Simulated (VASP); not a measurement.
# ZnS (Cm) in VASP: single point with PBEsol

Aim: the single point of ZnS with PBEsol.

Everything below comes from runs of VASP 6.6.1. Logs are shortened: lines on timing, memory, paths and dates and some standing lists are left out, and cuts for length are marked.

## 1. The cell of the first run

The structure is monoclinic, space group Cm (No. 8). The conventional cell has a = 7.575 Å, b = 7.575 Å, c = 5.357 Å, α = 90.00°, β = 90.00°, γ = 90.00°. Within 2.8 Å of Zn (site symmetry m) lie 4 S at 2.10 to 2.54 Å. Zn (site symmetry m) has 4 S at 2.32 Å within 3.1 Å. Zn (site symmetry 1) has 4 S at 2.32 Å within 3.1 Å. S (site symmetry m) has 4 Zn at 2.32 to 2.54 Å within 3.1 Å. Within 2.8 Å of S (site symmetry m) lie 4 Zn at 2.10 to 2.32 Å. S (site symmetry 1) has 4 Zn at 2.32 to 2.34 Å within 3.1 Å.

## 2. Single point, PBEsol (atom 1 (Zn) moved -0.270 Å towards its neighbour atom 2 (Zn) at 3.788 Å)

Input file INCAR:

```
ALGO = Normal
EDIFF = 1E-7
ENCUT = 520
GGA = PS
ISIF = 2
ISMEAR = 0
LASPH = True
LCHARG = False
LREAL = False
LWAVE = False
NBANDS = 46
NELM = 80
PREC = Accurate
SIGMA = 0.05
```

Input file KPOINTS:

```
k-points
0
Gamma
  6 6 6
```

Input file POSCAR:

```
ZnS
1.0
    5.3565181498      0.0000000000      0.0000000000
    0.0000000000     -5.3565181498      0.0000000000
    0.0000000000      0.0000000000     -5.3565181498
Zn S
4 4
Direct
    0.0356423381      0.0356423381      0.0000000000
    0.5000000000      0.5000000000      0.0000000000
    0.5000000000      0.0000000000      0.5000000000
    0.0000000000      0.5000000000      0.5000000000
    0.7500000000      0.7500000000      0.7500000000
    0.2500000000      0.2500000000      0.7500000000
    0.2500000000      0.7500000000      0.2500000000
    0.7500000000      0.2500000000      0.2500000000
```

Potentials or basis: VASP PAW PBE potentials, release 64 (Zn, S).

Run with:

```console
$ cat potpaw_PBE.64/Zn/POTCAR potpaw_PBE.64/S/POTCAR > POTCAR
$ mpirun -np 1 vasp_std > vasp.out
```

OUTCAR:

```text
EDIFF = 1E-7
   ENCUT = 520
   GGA = PS
   ISIF = 2
   ISMEAR = 0
   LASPH = True
   LREAL = False
   NELM = 80
   PREC = Accurate

 ion  position               nearest neighbor table
   1  0.036  0.036  0.000-   6 2.10   7 2.34   8 2.34   5 2.54
   2  0.500  0.500  0.000-   5 2.32   6 2.32   7 2.32   8 2.32
   3  0.500  0.000  0.500-   5 2.32   6 2.32   7 2.32   8 2.32
   4  0.000  0.500  0.500-   5 2.32   6 2.32   7 2.32   8 2.32
   5  0.750  0.750  0.750-   2 2.32   3 2.32   4 2.32   1 2.54
   6  0.250  0.250  0.750-   1 2.10   2 2.32   3 2.32   4 2.32
   7  0.250  0.750  0.250-   2 2.32   3 2.32   4 2.32   1 2.34
   8  0.750  0.250  0.250-   2 2.32   3 2.32   4 2.32   1 2.34

  LATTYP: Found a simple cubic cell.
 ALAT       =     5.3565181498

  Lattice vectors:

 A1 = (   5.3565181498,   0.0000000000,   0.0000000000)
 A2 = (   0.0000000000,  -5.3565181498,   0.0000000000)
 A3 = (   0.0000000000,   0.0000000000,  -5.3565181498)

Analysis of symmetry for initial positions (statically):
=====================================================================
 Subroutine PRICEL returns:
 Original cell was already a primitive cell.

 Routine SETGRP: Setting up the symmetry group for a
 simple cubic supercell.

 Subroutine GETGRP returns: Found  2 space group operations
 (whereof  2 operations were pure point group operations)
 out of a pool of 48 trial point group operations.

The static configuration has the point symmetry C_1h.

Analysis of symmetry for dynamics (positions and initial velocities):
=====================================================================
 Subroutine PRICEL returns:
 Original cell was already a primitive cell.

 Routine SETGRP: Setting up the symmetry group for a
 simple cubic supercell.

 Subroutine GETGRP returns: Found  2 space group operations
 (whereof  2 operations were pure point group operations)
 out of a pool of 48 trial point group operations.

The dynamic configuration has the point symmetry C_1h.

 Subroutine INISYM returns: Found  2 space group operations
 (whereof  2 operations are pure point group operations),
 and found     1 'primitive' translations

----------------------------------------------------------------------------------------

                                     Primitive cell

  volume of cell :     153.6908

  direct lattice vectors                    reciprocal lattice vectors
     5.356518150  0.000000000  0.000000000     0.186688437  0.000000000  0.000000000
     0.000000000 -5.356518150  0.000000000     0.000000000 -0.186688437  0.000000000
     0.000000000  0.000000000 -5.356518150     0.000000000  0.000000000 -0.186688437

  length of vectors
     5.356518150  5.356518150  5.356518150     0.186688437  0.186688437  0.186688437

  position of ions in fractional coordinates (direct lattice)
     0.035642338  0.035642338  0.000000000
     0.500000000  0.500000000  0.000000000
     0.500000000  0.000000000  0.500000000
     0.000000000  0.500000000  0.500000000
     0.750000000  0.750000000  0.750000000
     0.250000000  0.250000000  0.750000000
     0.250000000  0.750000000  0.250000000
     0.750000000  0.250000000  0.250000000

  ion indices of the primitive-cell ions
   primitive index   ion index
                 1           1
                 2           2
                 3           3
                 4           4
                 5           5
                 6           6
                 7           7
                 8           8

----------------------------------------------------------------------------------------

 KPOINTS: k-points

Automatic generation of k-mesh.
 Grid dimensions read from file:
 generate k-points for:    6    6    6

 Generating k-lattice:

  Cartesian coordinates                     Fractional coordinates (reciprocal lattice)
     0.031114739  0.000000000  0.000000000     0.166666667  0.000000000  0.000000000
     0.000000000 -0.031114739  0.000000000     0.000000000  0.166666667  0.000000000
     0.000000000  0.000000000 -0.031114739     0.000000000  0.000000000  0.166666667

  Length of vectors
     0.031114739  0.031114739  0.031114739

  Shift w.r.t. Gamma in fractional coordinates (k-lattice)
     0.000000000  0.000000000  0.000000000

 Subroutine IBZKPT returns following result:
 ===========================================

 Found     68 irreducible k-points:

 Following reciprocal coordinates:
            Coordinates               Weight
  0.000000  0.000000  0.000000      1.000000
  0.166667  0.000000  0.000000      4.000000
  0.000000  0.000000  0.166667      2.000000
  0.333333  0.000000  0.000000      4.000000
  0.000000  0.000000  0.333333      2.000000
  0.500000  0.000000  0.000000      2.000000
[... 16 lines left out ...]
 -0.333333  0.333333  0.000000      2.000000
 -0.333333  0.000000  0.333333      4.000000
 [... further k-points ...]
   k-points           NKPTS =     68   k-points in BZ     NKDIM =     68   number of bands    NBANDS=     46
   number of dos      NEDOS =    301   number of ions     NIONS =      8
   total plane-waves  NPLWV =  64000
   dimension x,y,z NGX =    40 NGY =   40 NGZ =   40
   dimension x,y,z NGXF=    80 NGYF=   80 NGZF=   80
   ions per type =               4   4
   NGX,Y,Z   is equivalent  to a cutoff of  12.41, 12.41, 12.41 a.u.
   NGXF,Y,Z  is equivalent  to a cutoff of  24.83, 24.83, 24.83 a.u.
 SYSTEM =  unknown system
   PREC   = accura    normal or accurate (medium, high low for compatibility)
   ISTART =      0    job   : 0-new  1-cont  2-samecut
   ICHARG =      2    charge: 1-file 2-atom 10-const
   ISPIN  =      1    spin polarized calculation?
   LNONCOLLINEAR =      F non collinear calculations
   LSORBIT =      F    spin-orbit coupling
   LASPH  =      T    aspherical Exc in radial PAW
   ENCUT  =  520.0 eV  38.22 Ry    6.18 a.u.   9.96  9.96  9.96*2*pi/ulx,y,z
   NELM   =     80;   NELMIN=  2; NELMDL= -5     # of ELM steps
   EDIFF  = 0.1E-06   stopping-criterion for ELM
   LREAL  =      F    real-space projection
   EDIFFG = 0.1E-05   stopping-criterion for IOM
   NSW    =      0    number of steps for IOM
   IBRION =     -1    ionic relax: 0-MD 1-quasi-New 2-CG
   NFREE  =      0    steps in history (QN), initial steepest desc. (CG)
   ISIF   =      2    stress and relaxation
   ISYM   =      2    0-nonsym 1-usesym 2-fastsym
   POTIM  = 0.5000    time-step for ionic-motion
   TEBEG  =    0.0;   TEEND  =   0.0 temperature during run
   PSTRESS=    0.0 pullay stress
   NELECT =      72.0000    total number of electrons
   NUPDOWN=      -1.0000    fix difference up-down
   EMIN   =  10.00;   EMAX   =-10.00  energy-range for DOS
   EFERMI =   0.00;   METHOD = LEGACY
   ISMEAR =     0;   SIGMA  =   0.05  broadening in eV -4-tet -1-fermi 0-gaus
   EFERMI_NEDOS =   21; number of points for ismear=-14 and -15
   IALGO  =     38    algorithm
   IMIX   =      4    mixing-type and parameters
     AMIX     =   0.40;   BMIX     =  1.00
     AMIX_MAG =   1.60;   BMIX_MAG =  1.00
  volume/ion in A,a.u.               =      19.21       129.64
  Fermi-wavevector in a.u.,A,eV,Ry     =   1.271461  2.402713 21.995360  1.616613
  Thomas-Fermi vector in A             =   2.404393
   LORBIT       =      0    0 simple, 1 ext, 2 COOP (PROOUT), +10 PAW based schemes
   GGA     = PS    functional components
   LHFCALC =     F    Hartree Fock is set to
   AEXX    =    0.0000 exact exchange contribution
   IVDW    =     0    specifies the selected vdW correction
   LEPSILON=     F    determine dielectric tensor
   LRPA    =     F    only Hartree local field effects (RPA)
 non-spin polarized calculation
 Gauss-broadening in eV      SIGMA  =   0.05
  energy-cutoff  :      520.00
  volume of cell :      153.69
 maximum number of plane-waves:      4224
   NGX = 19   NGY = 19   NGZ = 19

 number of electron      72.0000131 magnetization

 Free energy of the ion-electron system (eV)
  ---------------------------------------------------
  ext. energy  EPLUGINS =         0.00000000
  ---------------------------------------------------
  free energy    TOTEN  =       -30.08178654 eV

  energy without entropy =      -30.08178654  energy(sigma->0) =      -30.08178654

 E-fermi :   2.5369     XC(G=0):  -9.9731

 val. band max:        2.3230776468   @ k =   0.0000   0.0000   0.0000
 cond. band min:       4.3268487912   @ k =   0.0000   0.0000   0.0000
 fundamental gap:      2.0037711444
 Fermi energy:         2.5369191507

 k-point     1 :       0.0000    0.0000    0.0000
  band No.  band energies     occupation
      1     -11.1731      2.00000
      2     -10.0299      2.00000
      3      -9.7396      2.00000
      4      -9.4779      2.00000
      5      -4.5002      2.00000
      6      -4.3819      2.00000
[... 38 lines left out ...]
     45       8.5779      0.00000
     46       8.6526      0.00000

 k-point     2 :       0.1667    0.0000    0.0000
  band No.  band energies     occupation
      1     -11.1061      2.00000
      2     -10.0557      2.00000
      3      -9.7917      2.00000
      4      -9.4965      2.00000
      5      -4.4905      2.00000
      6      -4.3694      2.00000
[... 38 lines left out ...]
     45       8.8786      0.00000
     46       8.9305      0.00000

 k-point     3 :       0.0000    0.0000    0.1667
  band No.  band energies     occupation
      1     -11.1030      2.00000
      2     -10.0874      2.00000
      3      -9.7380      2.00000
      4      -9.5223      2.00000
      5      -4.4855      2.00000
      6      -4.3624      2.00000
[... 1018 lines left out ...]
     45       9.1300      0.00000
     46       9.1684      0.00000

 k-point    24 :      -0.3333    0.0000    0.3333
  band No.  band energies     occupation
      1     -10.7285      2.00000
      2     -10.2189      2.00000
      3      -9.9376      2.00000
      4      -9.6550      2.00000
      5      -4.4433      2.00000
      6      -4.2668      2.00000
[... 38 lines left out ...]
     45       8.9474      0.00000
     46       9.1865      0.00000

 [... further k-points ...]

------------------------ aborting loop because EDIFF is reached ----------------------------------------

  FORCE on cell =-STRESS in cart. coord.  units (eV):
  Direction    XX          YY          ZZ          XY          YZ          ZX
  --------------------------------------------------------------------------------------
  -------------------------------------------------------------------------------------
  Total        0.7026523      0.7026523      1.2407295     -0.8220766     -1.3542459      1.3542458
  in kB        7.3249273      7.3249273     12.9342116     -8.5698880    -14.1175836     14.1175825
  external PRESSURE =       9.1946887 kB  Pullay stress =       0.0000000 kB

 VOLUME and BASIS-vectors are now :
 -----------------------------------------------------------------------------
  energy-cutoff  :      520.00
  volume of cell :      153.69
      direct lattice vectors                 reciprocal lattice vectors
     5.356518150  0.000000000  0.000000000     0.186688437  0.000000000  0.000000000
     0.000000000 -5.356518150  0.000000000     0.000000000 -0.186688437  0.000000000
     0.000000000  0.000000000 -5.356518150     0.000000000  0.000000000 -0.186688437

 POSITION                                       TOTAL-FORCE (eV/Angst)
 -----------------------------------------------------------------------------------
      0.19092     -0.19092      0.00000        -1.515106      1.515106     -0.933649
      2.67826     -2.67826      0.00000         0.225670     -0.225670      0.013228
      2.67826      0.00000     -2.67826         0.222254      0.268416     -0.007032
      0.00000     -2.67826     -2.67826        -0.268416     -0.222254     -0.007032
      4.01739     -4.01739     -4.01739         0.312299     -0.312299     -0.269932
      1.33913     -1.33913     -4.01739         0.968117     -0.968117      1.097323
      1.33913     -4.01739     -1.33913        -0.029704     -0.084887      0.053547
      4.01739     -1.33913     -1.33913         0.084887      0.029704      0.053547
 -----------------------------------------------------------------------------------
    total drift:                                0.001210     -0.001210     -0.000004

  FREE ENERGIE OF THE ION-ELECTRON SYSTEM (eV)
  ---------------------------------------------------
  free  energy   TOTEN  =       -30.0817865439 eV

  energy  without entropy=      -30.0817865439  energy(sigma->0) =      -30.08178654
```

Run time: 8.2 min. Hardware: 1 thread of Intel Xeon Platinum 8259CL at 2.50GHz (Skylake/Cascade Lake), shared host; peak memory 0.49 GiB.

What came out:

| Quantity | Value |
| --- | --- |
| Free energy | -30.0818 eV |
| Pressure | 0.9 GPa |
| Largest force | 2.337 eV/Å |
| Band gap on the k mesh | 2.00 eV, direct |

Forces on the atoms (eV/Å):
```
Zn  -1.515  1.515 -0.934
Zn   0.226 -0.226  0.013
Zn   0.222  0.268 -0.007
Zn  -0.268 -0.222 -0.007
S    0.312 -0.312 -0.270
S    0.968 -0.968  1.097
S   -0.030 -0.085  0.054
S    0.085  0.030  0.054
```

Levels at points of the mesh, in eV from the valence-band top:
```csv
k point,band 34,band 35,band 36,band 37,band 38,band 39
"(0.00, 0.00, 0.00)",-0.12,-0.04,0.00,2.00,2.78,3.11
"(0.50, 0.00, 0.00)",-1.50,-1.24,-1.16,4.06,4.24,4.50
"(0.00, 0.00, 0.50)",-1.37,-1.36,-1.26,4.14,4.28,4.46
"(0.50, 0.50, 0.00)",-1.01,-0.94,-0.88,4.72,4.74,4.75
"(0.00, 0.50, 0.50)",-1.09,-0.93,-0.79,4.56,4.67,4.83
"(0.50, 0.50, 0.50)",-0.86,-0.86,-0.65,3.09,3.15,3.19
```

Caveat: the cell differs from its parent crystal (atom 1 (Zn) moved -0.270 Å towards its neighbour atom 2 (Zn) at 3.788 Å); the PAW data sets were made with another functional, which shifts forces and pressure a little.
